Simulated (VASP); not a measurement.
# LiH (Pm-3m) in VASP: notebook, part 2 of 2

VASP 6.6.1. The steps go on from the part before.

## Step 5: Single point, r2SCAN

This run uses another cell than the first one, of 7.83 Å³/atom, 1.031 times its volume.

The input, POSCAR:

```
LiH
1.0
    2.5016587116      0.0000000000      0.0000000000
    0.0000000000      2.5016587116      0.0000000000
    0.0000000000      0.0000000000      2.5016587116
Li H
1 1
Direct
    0.0000000000      0.0000000000      0.0000000000
    0.5000000000      0.5000000000      0.5000000000
```

The input, INCAR.step1:

```
ALGO = Normal ; EDIFF = 1E-4
ENCUT = 520 ; GGA = PE
ISMEAR = 0 ; LASPH = T
LCHARG = F ; LREAL = F
LWAVE = T ; NBANDS = 9
NELM = 100 ; PREC = Accurate
SIGMA = 0.01
```

The input, INCAR.step2:

```
ALGO = Normal ; EDIFF = 1E-7
ENCUT = 520 ; ISIF = 2
ISMEAR = 0 ; ISTART = 1
LASPH = T ; LCHARG = F
LMIXTAU = T ; LREAL = F
LWAVE = F ; METAGGA = R2SCAN
NBANDS = 9 ; NELM = 100
PREC = Accurate ; SIGMA = 0.01
```

The input, KPOINTS:

```
k-points
0
Gamma
  10 10 10
```

Potentials or basis: VASP PAW PBE potentials, release 64 (Li_sv, H).

On the command line:

```console
cat potpaw_PBE.64/Li_sv/POTCAR potpaw_PBE.64/H/POTCAR > POTCAR
cp INCAR.step1 INCAR
mpirun -np 1 vasp_std > vasp.out
cp INCAR.step2 INCAR
mpirun -np 1 vasp_std > vasp.out
```

OUTCAR:

```text
EDIFF = 1E-7
   ENCUT = 520
   ISIF = 2
   ISMEAR = 0
   ISTART = 1
   LASPH = T
   LREAL = F
   METAGGA = R2SCAN
   NELM = 100
   PREC = Accurate

 ion  position               nearest neighbor table
   1  0.000  0.000  0.000-
   2  0.500  0.500  0.500-

  LATTYP: Found a simple cubic cell.
 ALAT       =     2.5016587116

  Lattice vectors:

 A1 = (   2.5016587116,   0.0000000000,   0.0000000000)
 A2 = (   0.0000000000,   2.5016587116,   0.0000000000)
 A3 = (   0.0000000000,   0.0000000000,   2.5016587116)

Analysis of symmetry for initial positions (statically):
=====================================================================
 Subroutine PRICEL returns:
 Original cell was already a primitive cell.

 Routine SETGRP: Setting up the symmetry group for a
 simple cubic supercell.

 Subroutine GETGRP returns: Found 48 space group operations
 (whereof 48 operations were pure point group operations)
 out of a pool of 48 trial point group operations.

The static configuration has the point symmetry O_h .

Analysis of symmetry for dynamics (positions and initial velocities):
=====================================================================
 Subroutine PRICEL returns:
 Original cell was already a primitive cell.

 Routine SETGRP: Setting up the symmetry group for a
 simple cubic supercell.

 Subroutine GETGRP returns: Found 48 space group operations
 (whereof 48 operations were pure point group operations)
 out of a pool of 48 trial point group operations.

The dynamic configuration has the point symmetry O_h .

 Subroutine INISYM returns: Found 48 space group operations
 (whereof 48 operations are pure point group operations),
 and found     1 'primitive' translations

----------------------------------------------------------------------------------------

                                     Primitive cell

  volume of cell :      15.6561

  direct lattice vectors                    reciprocal lattice vectors
     2.501658712  0.000000000  0.000000000     0.399734782  0.000000000  0.000000000
     0.000000000  2.501658712  0.000000000     0.000000000  0.399734782  0.000000000
     0.000000000  0.000000000  2.501658712     0.000000000  0.000000000  0.399734782

  length of vectors
     2.501658712  2.501658712  2.501658712     0.399734782  0.399734782  0.399734782

  position of ions in fractional coordinates (direct lattice)
     0.000000000  0.000000000  0.000000000
     0.500000000  0.500000000  0.500000000

  ion indices of the primitive-cell ions
   primitive index   ion index
                 1           1
                 2           2

----------------------------------------------------------------------------------------

 KPOINTS: k-points

Automatic generation of k-mesh.
 Grid dimensions read from file:
 generate k-points for:   10   10   10

 Generating k-lattice:

  Cartesian coordinates                     Fractional coordinates (reciprocal lattice)
     0.039973478  0.000000000  0.000000000     0.100000000  0.000000000  0.000000000
     0.000000000  0.039973478  0.000000000     0.000000000  0.100000000  0.000000000
     0.000000000  0.000000000  0.039973478     0.000000000  0.000000000  0.100000000

  Length of vectors
     0.039973478  0.039973478  0.039973478

  Shift w.r.t. Gamma in fractional coordinates (k-lattice)
     0.000000000  0.000000000  0.000000000

 Subroutine IBZKPT returns following result:
 ===========================================

 Found     56 irreducible k-points:

 Following reciprocal coordinates:
            Coordinates               Weight
  0.000000  0.000000  0.000000      1.000000
  0.100000  0.000000  0.000000      6.000000
  0.200000  0.000000  0.000000      6.000000
  0.300000  0.000000  0.000000      6.000000
  0.400000  0.000000  0.000000      6.000000
  0.500000  0.000000  0.000000      3.000000
[... 16 lines left out ...]
  0.200000  0.100000  0.100000     24.000000
  0.300000  0.100000  0.100000     24.000000
 [... further k-points ...]
   k-points           NKPTS =     56   k-points in BZ     NKDIM =     56   number of bands    NBANDS=      9
   number of dos      NEDOS =    301   number of ions     NIONS =      2
   total plane-waves  NPLWV =   8000
   dimension x,y,z NGX =    20 NGY =   20 NGZ =   20
   dimension x,y,z NGXF=    40 NGYF=   40 NGZF=   40
   ions per type =               1   1
   NGX,Y,Z   is equivalent  to a cutoff of  13.29, 13.29, 13.29 a.u.
   NGXF,Y,Z  is equivalent  to a cutoff of  26.58, 26.58, 26.58 a.u.
 SYSTEM =  unknown system
   PREC   = accura    normal or accurate (medium, high low for compatibility)
   ISTART =      1    job   : 0-new  1-cont  2-samecut
   ICHARG =      0    charge: 1-file 2-atom 10-const
   ISPIN  =      1    spin polarized calculation?
   LNONCOLLINEAR =      F non collinear calculations
   LSORBIT =      F    spin-orbit coupling
   LASPH  =      T    aspherical Exc in radial PAW
   ENCUT  =  520.0 eV  38.22 Ry    6.18 a.u.   4.65  4.65  4.65*2*pi/ulx,y,z
   NELM   =    100;   NELMIN=  2; NELMDL=  0     # of ELM steps
   EDIFF  = 0.1E-06   stopping-criterion for ELM
   LREAL  =      F    real-space projection
   EDIFFG = 0.1E-05   stopping-criterion for IOM
   NSW    =      0    number of steps for IOM
   IBRION =     -1    ionic relax: 0-MD 1-quasi-New 2-CG
   NFREE  =      0    steps in history (QN), initial steepest desc. (CG)
   ISIF   =      2    stress and relaxation
   ISYM   =      2    0-nonsym 1-usesym 2-fastsym
   POTIM  = 0.5000    time-step for ionic-motion
   TEBEG  =    0.0;   TEEND  =   0.0 temperature during run
   PSTRESS=    0.0 pullay stress
   NELECT =       4.0000    total number of electrons
   NUPDOWN=      -1.0000    fix difference up-down
   EMIN   =  10.00;   EMAX   =-10.00  energy-range for DOS
   EFERMI =   0.00;   METHOD = LEGACY
   ISMEAR =     0;   SIGMA  =   0.01  broadening in eV -4-tet -1-fermi 0-gaus
   EFERMI_NEDOS =   21; number of points for ismear=-14 and -15
   IALGO  =     38    algorithm
   IMIX   =      4    mixing-type and parameters
     AMIX     =   0.40;   BMIX     =  1.00
     AMIX_MAG =   1.60;   BMIX_MAG =  1.00
  volume/ion in A,a.u.               =       7.83        52.83
  Fermi-wavevector in a.u.,A,eV,Ry     =   1.038804  1.963054 14.682222  1.079113
  Thomas-Fermi vector in A             =   2.173305
   LORBIT       =      0    0 simple, 1 ext, 2 COOP (PROOUT), +10 PAW based schemes
   METAGGA = R2SCAN    functional components
   LHFCALC =     F    Hartree Fock is set to
   AEXX    =    0.0000 exact exchange contribution
   IVDW    =     0    specifies the selected vdW correction
   LEPSILON=     F    determine dielectric tensor
   LRPA    =     F    only Hartree local field effects (RPA)
 non-spin polarized calculation
 Gauss-broadening in eV      SIGMA  =   0.01
  energy-cutoff  :      520.00
  volume of cell :       15.66
 maximum number of plane-waves:       441
 NGX is ok and might be reduce to    20
   NGX =  9   NGY =  9   NGZ =  9

 number of electron       4.0000012 magnetization

 Free energy of the ion-electron system (eV)
  ---------------------------------------------------
  ext. energy  EPLUGINS =         0.00000000
  ---------------------------------------------------
  free energy    TOTEN  =        -6.33957460 eV

  energy without entropy =       -6.33957460  energy(sigma->0) =       -6.33957460

 E-fermi :   3.7534     XC(G=0):  -9.0259

 val. band max:        3.4778393357   @ k =   0.5000   0.5000   0.5000
 cond. band min:       4.7772971512   @ k =   0.5000   0.0000   0.0000
 fundamental gap:      1.2994578155
 Fermi energy:         3.7534394544

 k-point     1 :       0.0000    0.0000    0.0000
  band No.  band energies     occupation
      1     -46.3176      2.00000
      2      -5.6417      2.00000
      3      16.5171      0.00000
      4      16.5171      0.00000
      5      16.5171      0.00000
      6      17.5537      0.00000
      7      19.5517      0.00000
      8      19.5517      0.00000
      9      37.7559      0.00000
[... 265 lines left out ...]
 k-point    24 :       0.3000    0.1000    0.1000
  band No.  band energies     occupation
      1     -46.2757      2.00000
      2      -3.9988      2.00000
      3       7.6585      0.00000
      4      14.4991      0.00000
      5      15.5177      0.00000
      6      20.7259      0.00000
      7      25.3867      0.00000
      8      26.1822      0.00000
      9      29.5578      0.00000

 [... further k-points ...]

------------------------ aborting loop because EDIFF is reached ----------------------------------------

  FORCE on cell =-STRESS in cart. coord.  units (eV):
  Direction    XX          YY          ZZ          XY          YZ          ZX
  --------------------------------------------------------------------------------------
  -------------------------------------------------------------------------------------
  Total       -0.0491092     -0.0491092     -0.0491092     -0.0000000     -0.0000000      0.0000000
  in kB       -5.0256150     -5.0256150     -5.0256150     -0.0000000     -0.0000000      0.0000000
  external PRESSURE =      -5.0256150 kB  Pullay stress =       0.0000000 kB

 VOLUME and BASIS-vectors are now :
 -----------------------------------------------------------------------------
  energy-cutoff  :      520.00
  volume of cell :       15.66
      direct lattice vectors                 reciprocal lattice vectors
     2.501658712  0.000000000  0.000000000     0.399734782  0.000000000  0.000000000
     0.000000000  2.501658712  0.000000000     0.000000000  0.399734782  0.000000000
     0.000000000  0.000000000  2.501658712     0.000000000  0.000000000  0.399734782

 POSITION                                       TOTAL-FORCE (eV/Angst)
 -----------------------------------------------------------------------------------
      0.00000      0.00000      0.00000         0.000000      0.000000      0.000000
      1.25083      1.25083      1.25083         0.000000      0.000000      0.000000
 -----------------------------------------------------------------------------------
    total drift:                               -0.000000      0.000000      0.000000

  FREE ENERGIE OF THE ION-ELECTRON SYSTEM (eV)
  ---------------------------------------------------
  free  energy   TOTEN  =        -6.3395745958 eV

  energy  without entropy=       -6.3395745958  energy(sigma->0) =       -6.33957460
```

OSZICAR.step1:

```text
N       E                     dE             d eps       ncg     rms          rms(c)
DAV:   1    -0.172545537504E+01   -0.17255E+01   -0.15720E+03  1072   0.405E+02
DAV:   2    -0.587235502988E+01   -0.41469E+01   -0.41231E+01  1397   0.539E+01
DAV:   3    -0.592486585904E+01   -0.52511E-01   -0.52483E-01  1189   0.502E+00
DAV:   4    -0.592505679864E+01   -0.19094E-03   -0.19092E-03  1306   0.268E-01
DAV:   5    -0.592505711521E+01   -0.31657E-06   -0.31656E-06  1146   0.110E-02    0.282E+00
DAV:   6    -0.572825026662E+01    0.19681E+00   -0.16318E-01  1156   0.121E+00    0.140E+00
DAV:   7    -0.565861886232E+01    0.69631E-01   -0.21301E-01  1185   0.153E+00    0.224E-01
DAV:   8    -0.565977143474E+01   -0.11526E-02   -0.41668E-03  1197   0.432E-01    0.531E-02
DAV:   9    -0.565969791438E+01    0.73520E-04   -0.29009E-04  1253   0.568E-02
   1 F= -.56596979E+01 E0= -.56596979E+01  d E =0.000000E+00
```

It took 21 s on 1 thread of Intel Xeon 6975P-C, shared host; peak memory 0.12 GiB.

What came out:

| Item | Value |
| --- | --- |
| Free energy | -6.3396 eV |
| Band gap on the k mesh | 1.30 eV, indirect (least direct gap 4.89 eV) |

Levels at points of the mesh, in eV from the valence-band top:
| k point | band 1 | band 2 | band 3 | band 4 | band 5 | band 6 | band 7 |
| --- | --- | --- | --- | --- | --- | --- | --- |
| (0.00, 0.00, 0.00) | -49.80 | -9.12 | 13.04 | 13.04 | 13.04 | 14.08 | 16.07 |
| (0.50, 0.00, 0.00) | -49.74 | -6.86 | 1.30 | 12.72 | 18.00 | 18.00 | 20.63 |
| (0.50, 0.50, 0.00) | -49.70 | -2.87 | 2.02 | 2.02 | 10.47 | 21.76 | 22.06 |
| (0.50, 0.50, 0.50) | -49.66 | 0.00 | 7.51 | 7.51 | 7.51 | 9.09 | 9.09 |

Caveat: the cutoff is under 1.25 times the usual one of these potentials, so pressure, stress and relaxed cells hold a basis-set (Pulay) error; the PAW data sets were made with another functional, which shifts forces and pressure a little.

## Step 6: Overview

| cell | k mesh | gap on the mesh (eV) |
| --- | --- | --- |
| a = 2.476 Å, 2 atoms | 8 × 8 × 8 | 1.32 |
| a = 2.526 Å, 2 atoms | 8 × 8 × 8 | 1.30 |
| a = 2.551 Å, 2 atoms | 8 × 8 × 8 | 1.31 |
| a = 2.502 Å, 2 atoms | 10 × 10 × 10 | 1.30 |

Alike in all rows: task single point; level r2SCAN; potentials or basis VASP PAW PBE potentials, release 64 (Li_sv, H); no spin polarisation; cutoff (eV) 520; smearing gaussian 0.01 eV.

Caveats: the cutoff is under 1.25 times the usual one of these potentials, so pressure, stress and relaxed cells hold a basis-set (Pulay) error; the PAW data sets were made with another functional, which shifts forces and pressure a little.

Absolute energies hang on the potentials; compare differences alone.
